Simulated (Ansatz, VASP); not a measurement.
# Two plane-wave programs on Bi3Mo

Contents of INCAR:

```
PREC = Accurate
ENCUT = 520
EDIFF = 1E-6
ISMEAR = 0
SIGMA = 0.1
LREAL = F
LASPH = T
NELM = 80
ALGO = Normal
ISIF = 2
LWAVE = F
LCHARG = T
GGA = PE
LELF = T
LVHAR = T
NBANDS = 38
```

KPOINTS

```
regular mesh
0
Gamma
  4 4 4
```

Contents of POSCAR:

```
Bi3Mo
1.0
   -3.0466764000      3.0466764000      3.0466764000
    3.0466764000     -3.0466764000      3.0466764000
    3.0466764000      3.0466764000     -3.0466764000
Bi Mo
3 1
Direct
    0.0000000000      0.5000000000      0.5000000000
    0.5000000000      0.0000000000      0.5000000000
    0.5000000000      0.5000000000      0.0000000000
    0.0000000000      0.0000000000      0.0000000000
```

Input for Ansatz:

```yaml
crystal:
  lattice:
    - [-3.0466764, 3.0466764, 3.0466764]
    - [3.0466764, -3.0466764, 3.0466764]
    - [3.0466764, 3.0466764, -3.0466764]
  atoms:
    - { symbol: Bi, position: [0.0, 0.5, 0.5] }
    - { symbol: Bi, position: [0.5, 0.0, 0.5] }
    - { symbol: Bi, position: [0.5, 0.5, 0.0] }
    - { symbol: Mo, position: [0.0, 0.0, 0.0] }
basis:
  ecutwfc: 420
kpoints:
  mp_grid: { grid: [4, 4, 4] }
hamiltonian:
  xc: pbe
scf:
  occupations: { method: gaussian, width: 0.1 }
  lower_state_search: "off"
output:
  forces: true
  stress: true
  eigenvalues: true
```

Change from the starting cell: species swapped into the Sb3Au type (Im-3m, No. 229).

Alike in both runs: task single point; functional PBE; k mesh 4 × 4 × 4; occupations gaussian, width 0.1 eV; no spin polarisation.

|  | VASP | Ansatz |
| --- | --- | --- |
| version | VASP 6.6.1 | Ansatz 0.2.0 |
| potentials or method | VASP PAW PBE potentials, release 64 (Bi_d, Mo_sv), cutoff 520 eV | scalar-relativistic, plane waves, PAW |
| valence electrons in the cell | 59 | 59 |

```csv
,VASP,Ansatz,Ansatz less VASP
gap on the k mesh at the Fermi level (eV),none,none,-
pressure (GPa),1.1,1.1,+0.02
```

A gap of «none» marks a metal or a gap that the smearing closes.

The k mesh is coarse, so the values compare programs but aren't converged. Spin-orbit coupling is off throughout.
